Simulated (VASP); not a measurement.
# Pt (Fm-3m) in VASP: a series of runs

The runs below take Pt through single point, relaxation of cell and atoms, with PBEsol.

All numbers are computed with VASP 6.6.1; they aren't measurements. Logs are shortened: lines on timing, memory, paths and dates and some standing lists are left out, and cuts for length are marked.

### 1 The cell of the first run

The structure is cubic, space group Fm-3m (No. 225). The conventional cell has a = 3.914 Å, b = 3.914 Å, c = 3.914 Å, α = 90.00°, β = 90.00°, γ = 90.00°. Pt (site symmetry m-3m) has 12 Pt at 2.77 Å within 3.6 Å.

### 2 Single point, PBEsol

File INCAR:

```
PREC     = Accurate       # precision mode
ENCUT    = 500            # plane-wave cutoff, eV
EDIFF    = 1E-6           # SCF threshold, eV
ISMEAR   = 0              # smearing method
SIGMA    = 0.05           # smearing width, eV
LREAL    = False          # projectors in reciprocal space
LASPH    = True           # aspherical terms in the spheres
NELM     = 120            # most SCF steps
ALGO     = Normal         # electronic algorithm
ISIF     = 2              # what is computed and relaxed
LWAVE    = False          # write WAVECAR
LCHARG   = False          # write CHGCAR
GGA      = PS             # functional
NBANDS   = 11             # bands
GGA_COMPAT= False
```

File KPOINTS:

```
regular mesh
0
Gamma
  11 11 11
```

File POSCAR:

```
Pt
1.0
    0.0000000000      1.9570937550      1.9570937550
    1.9570937550      0.0000000000      1.9570937550
    1.9570937550      1.9570937550      0.0000000000
Pt
1
Direct
    0.0000000000      0.0000000000      0.0000000000
```

Potentials or basis: VASP PAW PBE potentials, release 64 (Pt).

Command:

```
> cat potpaw_PBE.64/Pt/POTCAR > POTCAR
> mpirun -np 1 vasp_std > vasp.out
```

OUTCAR:

```text
PREC = Accurate
   ENCUT = 500
   EDIFF = 1E-6
   ISMEAR = 0
   LREAL = False
   LASPH = True
   NELM = 120
   ISIF = 2
   GGA = PS

 ion  position               nearest neighbor table
   1  0.000  0.000  0.000-

  LATTYP: Found a face centered cubic cell.
 ALAT       =     3.9141875100

  Lattice vectors:

 A1 = (   0.0000000000,   1.9570937550,   1.9570937550)
 A2 = (   1.9570937550,   0.0000000000,   1.9570937550)
 A3 = (   1.9570937550,   1.9570937550,   0.0000000000)

Analysis of symmetry for initial positions (statically):
=====================================================================
 Subroutine PRICEL returns:
 Original cell was already a primitive cell.

 Routine SETGRP: Setting up the symmetry group for a
 face centered cubic supercell.

 Subroutine GETGRP returns: Found 48 space group operations
 (whereof 48 operations were pure point group operations)
 out of a pool of 48 trial point group operations.

The static configuration has the point symmetry O_h .

Analysis of symmetry for dynamics (positions and initial velocities):
=====================================================================
 Subroutine PRICEL returns:
 Original cell was already a primitive cell.

 Routine SETGRP: Setting up the symmetry group for a
 face centered cubic supercell.

 Subroutine GETGRP returns: Found 48 space group operations
 (whereof 48 operations were pure point group operations)
 out of a pool of 48 trial point group operations.

The dynamic configuration has the point symmetry O_h .

 Subroutine INISYM returns: Found 48 space group operations
 (whereof 48 operations are pure point group operations),
 and found     1 'primitive' translations

----------------------------------------------------------------------------------------

                                     Primitive cell

  volume of cell :      14.9922

  direct lattice vectors                    reciprocal lattice vectors
     0.000000000  1.957093755  1.957093755    -0.255480862  0.255480862  0.255480862
     1.957093755  0.000000000  1.957093755     0.255480862 -0.255480862  0.255480862
     1.957093755  1.957093755  0.000000000     0.255480862  0.255480862 -0.255480862

  length of vectors
     2.767748531  2.767748531  2.767748531     0.442505834  0.442505834  0.442505834

  position of ions in fractional coordinates (direct lattice)
     0.000000000  0.000000000  0.000000000

  ion indices of the primitive-cell ions
   primitive index   ion index
                 1           1

----------------------------------------------------------------------------------------

 KPOINTS: regular mesh

Automatic generation of k-mesh.
 Grid dimensions read from file:
 generate k-points for:   11   11   11

 Generating k-lattice:

  Cartesian coordinates                     Fractional coordinates (reciprocal lattice)
    -0.023225533  0.023225533  0.023225533     0.090909091  0.000000000  0.000000000
     0.023225533 -0.023225533  0.023225533     0.000000000  0.090909091  0.000000000
     0.023225533  0.023225533 -0.023225533     0.000000000  0.000000000  0.090909091

  Length of vectors
     0.040227803  0.040227803  0.040227803

  Shift w.r.t. Gamma in fractional coordinates (k-lattice)
     0.000000000  0.000000000  0.000000000

 Subroutine IBZKPT returns following result:
 ===========================================

 Found     56 irreducible k-points:

 Following reciprocal coordinates:
            Coordinates               Weight
  0.000000  0.000000  0.000000      1.000000
  0.090909  0.000000  0.000000      8.000000
  0.181818  0.000000  0.000000      8.000000
  0.272727  0.000000  0.000000      8.000000
  0.363636  0.000000  0.000000      8.000000
  0.454545  0.000000  0.000000      8.000000
[... 16 lines left out ...]
 -0.272727  0.181818  0.000000     24.000000
 -0.181818  0.181818  0.000000     12.000000
 [... further k-points ...]
   k-points           NKPTS =     56   k-points in BZ     NKDIM =     56   number of bands    NBANDS=     11
   number of dos      NEDOS =    301   number of ions     NIONS =      1
   total plane-waves  NPLWV =   8000
   dimension x,y,z NGX =    20 NGY =   20 NGZ =   20
   dimension x,y,z NGXF=    40 NGYF=   40 NGZF=   40
   ions per type =               1
   NGX,Y,Z   is equivalent  to a cutoff of  12.01, 12.01, 12.01 a.u.
   NGXF,Y,Z  is equivalent  to a cutoff of  24.03, 24.03, 24.03 a.u.
 SYSTEM =  unknown system
   PREC   = accura    normal or accurate (medium, high low for compatibility)
   ISTART =      0    job   : 0-new  1-cont  2-samecut
   ICHARG =      2    charge: 1-file 2-atom 10-const
   ISPIN  =      1    spin polarized calculation?
   LNONCOLLINEAR =      F non collinear calculations
   LSORBIT =      F    spin-orbit coupling
   LASPH  =      T    aspherical Exc in radial PAW
   ENCUT  =  500.0 eV  36.75 Ry    6.06 a.u.   5.05  5.05  5.05*2*pi/ulx,y,z
   NELM   =    120;   NELMIN=  2; NELMDL= -5     # of ELM steps
   EDIFF  = 0.1E-05   stopping-criterion for ELM
   LREAL  =      F    real-space projection
   EDIFFG = 0.1E-04   stopping-criterion for IOM
   NSW    =      0    number of steps for IOM
   IBRION =     -1    ionic relax: 0-MD 1-quasi-New 2-CG
   NFREE  =      0    steps in history (QN), initial steepest desc. (CG)
   ISIF   =      2    stress and relaxation
   ISYM   =      2    0-nonsym 1-usesym 2-fastsym
   POTIM  = 0.5000    time-step for ionic-motion
   TEBEG  =    0.0;   TEEND  =   0.0 temperature during run
   PSTRESS=    0.0 pullay stress
   NELECT =      10.0000    total number of electrons
   NUPDOWN=      -1.0000    fix difference up-down
   EMIN   =  10.00;   EMAX   =-10.00  energy-range for DOS
   EFERMI =   0.00;   METHOD = LEGACY
   ISMEAR =     0;   SIGMA  =   0.05  broadening in eV -4-tet -1-fermi 0-gaus
   EFERMI_NEDOS =   21; number of points for ismear=-14 and -15
   IALGO  =     38    algorithm
   IMIX   =      4    mixing-type and parameters
     AMIX     =   0.40;   BMIX     =  1.00
     AMIX_MAG =   1.60;   BMIX_MAG =  1.00
  volume/ion in A,a.u.               =      14.99       101.17
  Fermi-wavevector in a.u.,A,eV,Ry     =   1.430386  2.703037 27.837570  2.046004
  Thomas-Fermi vector in A             =   2.550237
   LORBIT       =      0    0 simple, 1 ext, 2 COOP (PROOUT), +10 PAW based schemes
   GGA     = PS    functional components
   LHFCALC =     F    Hartree Fock is set to
   AEXX    =    0.0000 exact exchange contribution
   IVDW    =     0    specifies the selected vdW correction
   LEPSILON=     F    determine dielectric tensor
   LRPA    =     F    only Hartree local field effects (RPA)
 non-spin polarized calculation
 Gauss-broadening in eV      SIGMA  =   0.05
  energy-cutoff  :      500.00
  volume of cell :       14.99
 maximum number of plane-waves:       389
   NGX =  9   NGY =  9   NGZ =  9

 number of electron      10.0000001 magnetization

 Free energy of the ion-electron system (eV)
  ---------------------------------------------------
  ext. energy  EPLUGINS =         0.00000000
  ---------------------------------------------------
  free energy    TOTEN  =        -6.97184963 eV

  energy without entropy =       -6.96870147  energy(sigma->0) =       -6.97027555

 E-fermi :  11.1503     XC(G=0): -13.6649

 val. band max:       11.1471269332   @ k =  -0.3636   0.3636   0.0909
 cond. band min:      11.1557322828   @ k =  -0.4545   0.1818   0.0000
 fundamental gap:      0.0086053496
 Fermi energy:        11.1502757002

 k-point     1 :       0.0000    0.0000    0.0000
  band No.  band energies     occupation
      1       0.8478      2.00000
      2       7.3586      2.00000
      3       7.3586      2.00000
      4       7.3586      2.00000
      5       9.5591      2.00000
      6       9.5591      2.00000
      7      25.8185      0.00000
      8      30.8116      0.00000
      9      30.8116      0.00000
     10      30.8116      0.00000
     11      36.1349      0.00000

 k-point     2 :       0.0909    0.0000    0.0000
  band No.  band energies     occupation
      1       1.1791      2.00000
      2       7.2148      2.00000
      3       7.4865      2.00000
      4       7.4865      2.00000
      5       9.4909      2.00000
      6       9.4909      2.00000
      7      26.3267      0.00000
      8      29.2775      0.00000
      9      31.3232      0.00000
     10      31.3232      0.00000
     11      37.6549      0.00000

 k-point     3 :       0.1818    0.0000    0.0000
  band No.  band energies     occupation
      1       2.0805      2.00000
      2       6.9565      2.00000
      3       7.7206      2.00000
      4       7.7206      2.00000
      5       9.4681      2.00000
      6       9.4681      2.00000
      7      26.6630      0.00000
      8      27.4059      0.00000
      9      32.7214      0.00000
     10      32.7214      0.00000
     11      35.7215      0.00000

 k-point     4 :       0.2727    0.0000    0.0000
  band No.  band energies     occupation
      1       3.1519      2.00000
      2       7.1196      2.00000
      3       7.7049      2.00000
      4       7.7049      2.00000
      5       9.8824      2.00000
      6       9.8824      2.00000
      7      23.7237      0.00000
      8      27.3908      0.00000
      9      33.9094      0.00000
     10      33.9094      0.00000
     11      34.9178      0.00000
[... 239 lines left out ...]
 k-point    22 :      -0.3636    0.1818    0.0000
  band No.  band energies     occupation
      1       4.7774      2.00000
      2       6.7321      2.00000
      3       7.8013      2.00000
      4       8.1234      2.00000
      5      10.4280      2.00000
      6      13.6759      0.00000
      7      18.7594      0.00000
      8      25.6423      0.00000
      9      28.0946      0.00000
     10      30.7707      0.00000
     11      36.5332      0.00000

 k-point    23 :      -0.2727    0.1818    0.0000
  band No.  band energies     occupation
      1       4.6796      2.00000
      2       6.7067      2.00000
      3       7.1712      2.00000
      4       8.2821      2.00000
      5       9.4568      2.00000
      6      12.3447      0.00000
      7      21.9877      0.00000
      8      26.0548      0.00000
      9      28.6702      0.00000
     10      33.5680      0.00000
     11      33.5897      0.00000

 k-point    24 :      -0.1818    0.1818    0.0000
  band No.  band energies     occupation
      1       3.8055      2.00000
      2       6.4304      2.00000
      3       7.5578      2.00000
      4       8.5503      2.00000
      5       8.6239      2.00000
      6      11.1170      1.65379
      7      24.6750      0.00000
      8      27.2820      0.00000
      9      30.2214      0.00000
     10      31.3569      0.00000
     11      35.9036      0.00000

 [... further k-points ...]
[... 5 lines left out ...]
  --------------------------------------------------------------------------------------
  -------------------------------------------------------------------------------------
  Total        0.0059684      0.0059684      0.0059684      0.0000000     -0.0000000      0.0000000
  in kB        0.6378284      0.6378284      0.6378284      0.0000000     -0.0000000      0.0000000
  external PRESSURE =       0.6378284 kB  Pullay stress =       0.0000000 kB

 VOLUME and BASIS-vectors are now :
 -----------------------------------------------------------------------------
  energy-cutoff  :      500.00
  volume of cell :       14.99
      direct lattice vectors                 reciprocal lattice vectors
     0.000000000  1.957093755  1.957093755    -0.255480862  0.255480862  0.255480862
     1.957093755  0.000000000  1.957093755     0.255480862 -0.255480862  0.255480862
     1.957093755  1.957093755  0.000000000     0.255480862  0.255480862 -0.255480862

 POSITION                                       TOTAL-FORCE (eV/Angst)
 -----------------------------------------------------------------------------------
      0.00000      0.00000      0.00000        -0.000000     -0.000000     -0.000000
 -----------------------------------------------------------------------------------
    total drift:                                0.000000      0.000000      0.000000

  FREE ENERGIE OF THE ION-ELECTRON SYSTEM (eV)
  ---------------------------------------------------
  free  energy   TOTEN  =        -6.9718496333 eV

  energy  without entropy=       -6.9687014667  energy(sigma->0) =       -6.97027555
```

It took 4.2 s on 1 thread of Intel Xeon 6975P-C (Granite Rapids), shared host; peak memory 0.12 GiB.

What came out:

- Free energy: -6.9718 eV
- Pressure: 0.1 GPa
- Band gap on the k mesh: zero (band 5 reaches 11.60 eV, above the bottom of band 6 at 9.47 eV)

Caveat: the PAW data sets were made with another functional, which shifts forces and pressure a little; spin-orbit coupling is left out, which moves the levels of the heavy elements.

(Part 1 of 2 ends here.)
